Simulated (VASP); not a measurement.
# LiF in VASP: a series of runs

The runs below take LiF through single point, with PBE.

Everything below comes from runs of VASP 6.6.1. Logs are shortened: lines on timing, memory, paths and dates and some standing lists are left out, and cuts for length are marked.

## 1. The cell of the first run

The structure is tetragonal, space group I4/mmm (No. 139). Conventional cell: a = 2.791 Å, b = 2.791 Å, c = 4.028 Å, α = 90.00°, β = 90.00°, γ = 90.00°. Within 2.6 Å of Li (site symmetry 4/mmm) lie 6 F at 1.97 to 2.01 Å. Within 2.6 Å of F (site symmetry 4/mmm) lie 6 Li at 1.97 to 2.01 Å.

## 2. Single point, PBE (equal xx and yy strain of -2 %)

Contents of INCAR:

```
SYSTEM = LiF
PREC = Accurate
ENCUT = 520
EDIFF = 1E-7
ISMEAR = -1
SIGMA = 0.03
LREAL = .False.
LASPH = .True.
NELM = 80
ALGO = Normal
ISIF = 2
LWAVE = .False.
LCHARG = .True.
GGA = PE
LELF = .True.
LVHAR = .True.
NBANDS = 12
```

Contents of KPOINTS:

```
Automatic mesh
0
Gamma
  10 10 10
  0 0 0
```

Contents of POSCAR:

```
LiF
1.0
    0.0000000000      1.9737200000      2.0140000000
    1.9737200000      0.0000000000      2.0140000000
    1.9737200000      1.9737200000      0.0000000000
Li F
1 1
Direct
    0.0000000000      0.0000000000      0.0000000000
    0.5000000000      0.5000000000      0.5000000000
```

Potentials or basis: VASP PAW PBE potentials, release 64 (Li_sv, F).

Started as:

```sh
$ cat potpaw_PBE.64/Li_sv/POTCAR potpaw_PBE.64/F/POTCAR > POTCAR
$ mpirun -np 1 vasp_std > vasp.out
```

OUTCAR:

```text
SYSTEM = LiF
   PREC = Accurate
   ENCUT = 520
   EDIFF = 1E-7
   ISMEAR = -1
   LREAL = .False.
   LASPH = .True.
   NELM = 80
   ISIF = 2
   GGA = PE

 ion  position               nearest neighbor table
   1  0.000  0.000  0.000-   2 1.97   2 1.97   2 1.97   2 1.97   2 2.01   2 2.01
   2  0.500  0.500  0.500-   1 1.97   1 1.97   1 1.97   1 1.97   1 2.01   1 2.01

  LATTYP: Found a body centered tetragonal cell.
 ALAT       =     2.7912615923
 C/A-ratio  =     1.4430750636

  Lattice vectors:

 A1 = (  -1.9737200000,   0.0000000000,   2.0140000000)
 A2 = (   1.9737200000,   0.0000000000,   2.0140000000)
 A3 = (   0.0000000000,   1.9737200000,  -2.0140000000)

Analysis of symmetry for initial positions (statically):
=====================================================================
 Subroutine PRICEL returns:
 Original cell was already a primitive cell.

 Routine SETGRP: Setting up the symmetry group for a
 body centered tetragonal supercell.

 Subroutine GETGRP returns: Found 16 space group operations
 (whereof 16 operations were pure point group operations)
 out of a pool of 16 trial point group operations.

The static configuration has the point symmetry D_4h.

Analysis of symmetry for dynamics (positions and initial velocities):
=====================================================================
 Subroutine PRICEL returns:
 Original cell was already a primitive cell.

 Routine SETGRP: Setting up the symmetry group for a
 body centered tetragonal supercell.

 Subroutine GETGRP returns: Found 16 space group operations
 (whereof 16 operations were pure point group operations)
 out of a pool of 16 trial point group operations.

The dynamic configuration has the point symmetry D_4h.

 Subroutine INISYM returns: Found 16 space group operations
 (whereof 16 operations are pure point group operations),
 and found     1 'primitive' translations

----------------------------------------------------------------------------------------

                                     Primitive cell

  volume of cell :      15.6914

  direct lattice vectors                    reciprocal lattice vectors
     0.000000000  1.973720000  2.014000000    -0.253328740  0.253328740  0.248262165
     1.973720000  0.000000000  2.014000000     0.253328740 -0.253328740  0.248262165
     1.973720000  1.973720000  0.000000000     0.253328740  0.253328740 -0.248262165

  length of vectors
     2.819887700  2.819887700  2.791261592     0.435872691  0.435872691  0.435872691

  position of ions in fractional coordinates (direct lattice)
     0.000000000  0.000000000  0.000000000
     0.500000000  0.500000000  0.500000000

  ion indices of the primitive-cell ions
   primitive index   ion index
                 1           1
                 2           2

----------------------------------------------------------------------------------------

 KPOINTS: Automatic mesh

Automatic generation of k-mesh.
 Grid dimensions read from file:
 generate k-points for:   10   10   10

 Generating k-lattice:

  Cartesian coordinates                     Fractional coordinates (reciprocal lattice)
    -0.025332874  0.025332874  0.024826216     0.100000000 -0.000000000  0.000000000
     0.025332874 -0.025332874  0.024826216    -0.000000000  0.100000000  0.000000000
     0.025332874  0.025332874 -0.024826216     0.000000000  0.000000000  0.100000000

  Length of vectors
     0.043587269  0.043587269  0.043587269

  Shift w.r.t. Gamma in fractional coordinates (k-lattice)
     0.000000000  0.000000000  0.000000000

 Subroutine IBZKPT returns following result:
 ===========================================

 Found    102 irreducible k-points:

 Following reciprocal coordinates:
            Coordinates               Weight
  0.000000  0.000000  0.000000      1.000000
  0.100000 -0.000000  0.000000      8.000000
  0.200000 -0.000000  0.000000      8.000000
  0.300000 -0.000000  0.000000      8.000000
  0.400000 -0.000000  0.000000      8.000000
  0.500000 -0.000000  0.000000      4.000000
[... 16 lines left out ...]
  0.300000  0.300000  0.000000      2.000000
  0.400000  0.300000  0.000000      8.000000
 [... further k-points ...]
   k-points           NKPTS =    102   k-points in BZ     NKDIM =    102   number of bands    NBANDS=     12
   number of dos      NEDOS =    301   number of ions     NIONS =      2
   total plane-waves  NPLWV =  13824
   dimension x,y,z NGX =    24 NGY =   24 NGZ =   24
   dimension x,y,z NGXF=    48 NGYF=   48 NGZF=   48
   ions per type =               1   1
   NGX,Y,Z   is equivalent  to a cutoff of  14.15, 14.15, 14.29 a.u.
   NGXF,Y,Z  is equivalent  to a cutoff of  28.30, 28.30, 28.59 a.u.
 SYSTEM =  LiF
   PREC   = accura    normal or accurate (medium, high low for compatibility)
   ISTART =      0    job   : 0-new  1-cont  2-samecut
   ICHARG =      2    charge: 1-file 2-atom 10-const
   ISPIN  =      1    spin polarized calculation?
   LNONCOLLINEAR =      F non collinear calculations
   LSORBIT =      F    spin-orbit coupling
   LASPH  =      T    aspherical Exc in radial PAW
   ENCUT  =  520.0 eV  38.22 Ry    6.18 a.u.   5.24  5.24  5.19*2*pi/ulx,y,z
   NELM   =     80;   NELMIN=  2; NELMDL= -5     # of ELM steps
   EDIFF  = 0.1E-06   stopping-criterion for ELM
   LREAL  =      F    real-space projection
   EDIFFG = 0.1E-05   stopping-criterion for IOM
   NSW    =      0    number of steps for IOM
   IBRION =     -1    ionic relax: 0-MD 1-quasi-New 2-CG
   NFREE  =      0    steps in history (QN), initial steepest desc. (CG)
   ISIF   =      2    stress and relaxation
   ISYM   =      2    0-nonsym 1-usesym 2-fastsym
   POTIM  = 0.5000    time-step for ionic-motion
   TEBEG  =    0.0;   TEEND  =   0.0 temperature during run
   PSTRESS=    0.0 pullay stress
   NELECT =      10.0000    total number of electrons
   NUPDOWN=      -1.0000    fix difference up-down
   EMIN   =  10.00;   EMAX   =-10.00  energy-range for DOS
   EFERMI =   0.00;   METHOD = LEGACY
   ISMEAR =    -1;   SIGMA  =   0.03  broadening in eV -4-tet -1-fermi 0-gaus
   EFERMI_NEDOS =   21; number of points for ismear=-14 and -15
   IALGO  =     38    algorithm
   IMIX   =      4    mixing-type and parameters
     AMIX     =   0.40;   BMIX     =  1.00
     AMIX_MAG =   1.60;   BMIX_MAG =  1.00
  volume/ion in A,a.u.               =       7.85        52.95
  Fermi-wavevector in a.u.,A,eV,Ry     =   1.408817  2.662278 27.004380  1.984766
  Thomas-Fermi vector in A             =   2.530936
   LORBIT       =      0    0 simple, 1 ext, 2 COOP (PROOUT), +10 PAW based schemes
   GGA     = PE    functional components
   LHFCALC =     F    Hartree Fock is set to
   AEXX    =    0.0000 exact exchange contribution
   IVDW    =     0    specifies the selected vdW correction
   LEPSILON=     F    determine dielectric tensor
   LRPA    =     F    only Hartree local field effects (RPA)
 non-spin polarized calculation
  energy-cutoff  :      520.00
  volume of cell :       15.69
 maximum number of plane-waves:       444
 NGX is ok and might be reduce to    24
   NGX = 11   NGY = 11   NGZ = 11

 number of electron      10.0000000 magnetization

 number of electron       9.9999998 magnetization

 Free energy of the ion-electron system (eV)
  ---------------------------------------------------
  ext. energy  EPLUGINS =         0.00000000
  ---------------------------------------------------
  free energy    TOTEN  =        -9.62092563 eV

  energy without entropy =       -9.62092563  energy(sigma->0) =       -9.62092563

 E-fermi :  -0.1314     XC(G=0): -10.1803

 val. band max:       -0.7380110194   @ k =   0.0000   0.0000   0.0000
 cond. band min:       8.6900801076   @ k =   0.0000   0.0000   0.0000
 fundamental gap:      9.4280911271
 Fermi energy:        -0.1314407931

 k-point     1 :       0.0000    0.0000    0.0000
  band No.  band energies     occupation
      1     -41.6005      2.00000
      2     -20.8557      2.00000
      3      -0.7843      2.00000
      4      -0.7843      2.00000
      5      -0.7380      2.00000
      6       8.6901      0.00000
      7      23.4180      0.00000
      8      23.8438      0.00000
      9      23.9066      0.00000
     10      23.9066      0.00000
     11      24.0224      0.00000
     12      24.0224      0.00000

 k-point     2 :       0.1000   -0.0000    0.0000
  band No.  band energies     occupation
      1     -41.5939      2.00000
      2     -20.8147      2.00000
      3      -1.0703      2.00000
      4      -0.8049      2.00000
      5      -0.7800      2.00000
      6       8.9793      0.00000
      7      20.8979      0.00000
      8      22.2396      0.00000
      9      22.5718      0.00000
     10      24.9741      0.00000
     11      25.1235      0.00000
     12      25.2165      0.00000

 k-point     3 :       0.2000   -0.0000    0.0000
  band No.  band energies     occupation
      1     -41.5765      2.00000
      2     -20.7035      2.00000
      3      -1.7896      2.00000
      4      -0.8577      2.00000
      5      -0.8533      2.00000
      6       9.6146      0.00000
      7      18.4034      0.00000
      8      20.6784      0.00000
      9      21.0498      0.00000
     10      26.1409      0.00000
     11      26.4527      0.00000
     12      26.4795      0.00000
[... 286 lines left out ...]
 k-point    23 :       0.3000    0.3000    0.0000
  band No.  band energies     occupation
      1     -41.5447      2.00000
      2     -20.4130      2.00000
      3      -2.7889      2.00000
      4      -1.4493      2.00000
      5      -1.4493      2.00000
      6      11.7822      0.00000
      7      17.5400      0.00000
      8      18.5916      0.00000
      9      20.3191      0.00000
     10      20.3191      0.00000
     11      34.4552      0.00000
     12      34.8067      0.00000

 k-point    24 :       0.4000    0.3000    0.0000
  band No.  band energies     occupation
      1     -41.5319      2.00000
      2     -20.2959      2.00000
      3      -3.2268      2.00000
      4      -1.6716      2.00000
      5      -1.5451      2.00000
      6      12.5689      0.00000
      7      16.4204      0.00000
      8      18.1260      0.00000
      9      20.0571      0.00000
     10      21.1292      0.00000
     11      33.9239      0.00000
     12      35.0525      0.00000

 [... further k-points ...]
[... 5 lines left out ...]
  --------------------------------------------------------------------------------------
  -------------------------------------------------------------------------------------
  Total        0.5611884      0.5611884      0.3673228      0.0000000      0.0000000     -0.0000000
  in kB       57.3005429     57.3005429     37.5057608      0.0000000      0.0000000     -0.0000000
  external PRESSURE =      50.7022822 kB  Pullay stress =       0.0000000 kB

 VOLUME and BASIS-vectors are now :
 -----------------------------------------------------------------------------
  energy-cutoff  :      520.00
  volume of cell :       15.69
      direct lattice vectors                 reciprocal lattice vectors
     0.000000000  1.973720000  2.014000000    -0.253328740  0.253328740  0.248262165
     1.973720000  0.000000000  2.014000000     0.253328740 -0.253328740  0.248262165
     1.973720000  1.973720000  0.000000000     0.253328740  0.253328740 -0.248262165

 POSITION                                       TOTAL-FORCE (eV/Angst)
 -----------------------------------------------------------------------------------
      0.00000      0.00000      0.00000         0.000000     -0.000000      0.000000
      1.97372      1.97372      2.01400        -0.000000      0.000000      0.000000
 -----------------------------------------------------------------------------------
    total drift:                               -0.000000     -0.000000      0.000000

  FREE ENERGIE OF THE ION-ELECTRON SYSTEM (eV)
  ---------------------------------------------------
  free  energy   TOTEN  =        -9.6209256338 eV

  energy  without entropy=       -9.6209256338  energy(sigma->0) =       -9.62092563
```

It took 8.9 s on 1 thread of Intel Xeon 6975P-C (Granite Rapids), shared host; peak memory 0.14 GiB.

What came out:

```yaml
Free_energy: -9.6209 eV
Band_gap_on_the_k_mesh: 9.43 eV, direct
```

Caveat: the cell differs from its parent crystal (equal xx and yy strain of -2 %); the cutoff is under 1.25 times the usual one of these potentials, so pressure, stress and relaxed cells hold a basis-set (Pulay) error. A k mesh can miss the band edges.

[end of part 1 of 2]
